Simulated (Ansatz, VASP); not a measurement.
Two plane-wave programs on WS2

INCAR

```
  ALGO = Normal
  EDIFF = 1E-6
  ENCUT = 500
  GGA = PE
  GGA_COMPAT = F
  ISIF = 2
  ISMEAR = -1
  LASPH = T
  LCHARG = F
  LREAL = F
  LWAVE = F
  NBANDS = 35
  NELM = 120
  PREC = Accurate
  SIGMA = 0.02
```

KPOINTS

```
k-points
0
Gamma
  12 12 2
```

The input POSCAR:

```
WS2
1.0
    3.1699462934      0.0000000000      0.0000000000
   -1.5849731467      2.7452540187      0.0000000000
    0.0000000000      0.0000000000     12.3661598469
W S
2 4
Direct
    0.3333333333      0.6666666667      0.2500000000
    0.6666666667      0.3333333333      0.7500000000
    0.6666666667      0.3333333333      0.3762748988
    0.6666666667      0.3333333333      0.1237251012
    0.3333333333      0.6666666667      0.8762748988
    0.3333333333      0.6666666667      0.6237251012
```

Input for Ansatz:

```yaml
crystal:
  lattice:
    - [3.1699462934, 0.0, 0.0]
    - [-1.5849731467, 2.7452540187, 0.0]
    - [0.0, 0.0, 12.3661598469]
  atoms:
    - { symbol: W, position: [0.3333333333, 0.6666666667, 0.25] }
    - { symbol: W, position: [0.6666666667, 0.3333333333, 0.75] }
    - { symbol: S, position: [0.6666666667, 0.3333333333, 0.3762748988] }
    - { symbol: S, position: [0.6666666667, 0.3333333333, 0.1237251012] }
    - { symbol: S, position: [0.3333333333, 0.6666666667, 0.8762748988] }
    - { symbol: S, position: [0.3333333333, 0.6666666667, 0.6237251012] }
kpoints:
  mp_grid: { grid: [12, 12, 2] }
  band_path:
    path:
      - [0.0, 0.0, 0.0]
      - [0.5, 0.0, 0.0]
      - [0.3333333333, 0.3333333333, 0.0]
      - [0.0, 0.0, 0.5]
      - [0.5, 0.0, 0.5]
      - [0.3333333333, 0.3333333333, 0.5]
      - [0.174479, 0.174479, 0.0]
    npoints: 1
hamiltonian:
  xc: pbe
scf:
  occupations: { method: fermi_dirac, width: 0.02 }
  n_extra_bands: 5
output:
  forces: true
  stress: true
  eigenvalues: true
```

Change from the starting cell: uniaxial_z strain -1.0%.

Alike in both runs: task single point; functional PBE; k mesh 12 × 12 × 2; occupations fermi-dirac, width 0.02 eV; no spin polarisation.

|  | VASP | Ansatz |
| --- | --- | --- |
| version | VASP 6.6.1 | Ansatz 0.2.0 |
| potentials or method | VASP PAW PBE potentials, release 64 (W_sv, S) | plane waves, PAW |
| plane-wave cutoff (eV) | 500 | 420 |
| valence electrons in the cell | 52 | 52 |

Ansatz gave:

* gap on the k mesh at the Fermi level (eV): 1.00
* pressure (GPa): 3.6
* traceless stress, the component that is largest in VASP (GPa): 1.18
* rms of the force components (eV/Å): 0.094

Question: Which values does VASP return?

Answer: gap on the k mesh at the Fermi level (eV): 1.01; pressure (GPa): 3.5; traceless stress, the component that is largest in VASP (GPa): 1.18; rms of the force components (eV/Å): 0.095.

Atom by atom the forces differ by 0.001 eV/Å (rms over components).

Spin-orbit coupling is off throughout.
